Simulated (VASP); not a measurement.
A run of VASP 6.6.1 is set up as follows.

Contents of POSCAR:

```
V
1.0
   -1.4947051783      1.4947051783      1.4947051783
    1.4947051783     -1.4947051783      1.4947051783
    1.4947051783      1.4947051783     -1.4947051783
V
1
Direct
    0.0000000000      0.0000000000      0.0000000000
```

File INCAR.step1:

```
  PREC = Accurate
  ENCUT = 600
  ISMEAR = 0
  SIGMA = 0.1
  LREAL = F
  LASPH = T
  NELM = 60
  GGA = PE
  ALGO = Normal
  EDIFF = 1E-4
  LWAVE = T
  LCHARG = F
```

File INCAR.step2:

```
  PREC = Accurate
  ENCUT = 600
  EDIFF = 1E-7
  ISMEAR = 0
  SIGMA = 0.1
  LREAL = F
  LASPH = T
  NELM = 60
  ALGO = Normal
  ISIF = 3
  LWAVE = F
  LCHARG = F
  METAGGA = R2SCAN
  LMIXTAU = T
  IBRION = 2
  NSW = 100
  EDIFFG = -0.002
  ISTART = 1
```

KPOINTS

```
regular mesh
0
Gamma
  26 26 26
```

Potentials or basis: VASP PAW PBE potentials, release 64 (V_sv).

The run is started by

```bash
$ cat potpaw_PBE.64/V_sv/POTCAR > POTCAR
$ cp INCAR.step1 INCAR
$ mpirun -np 1 vasp_std > vasp.out
$ cp INCAR.step2 INCAR
$ mpirun -np 1 vasp_std > vasp.out
```

Problem. Estimate the relaxed cell.

Solution. a = 2.586 Å, b = 2.586 Å, c = 2.586 Å, α = 109.47°, β = 109.47°, γ = 109.47°.

Problem. What does it give for the space group after relaxing (to 0.1 Å)?

Solution. Im-3m (No. 229).

Problem. What does it give for the relaxed volume?

Solution. 13.31 Å³/atom.

Problem. Predict the band gap on the k mesh.

Solution. Zero (an odd number of electrons rules out a gap without spin polarisation).

Step by step:
| step | energy change (eV) | largest force (eV/Å) | pressure (GPa) | volume (Å³) |
| --- | --- | --- | --- | --- |
| 1 | 0.0000 | 0.0000 | -0.75 | 13.36 |
| 2 | 0.0001 | 0.0000 | 1.01 | 13.24 |
| 3 | -0.0001 | 0.0000 | -0.01 | 13.31 |

Caveat: the PAW data sets were made with another functional, which shifts forces and pressure a little.
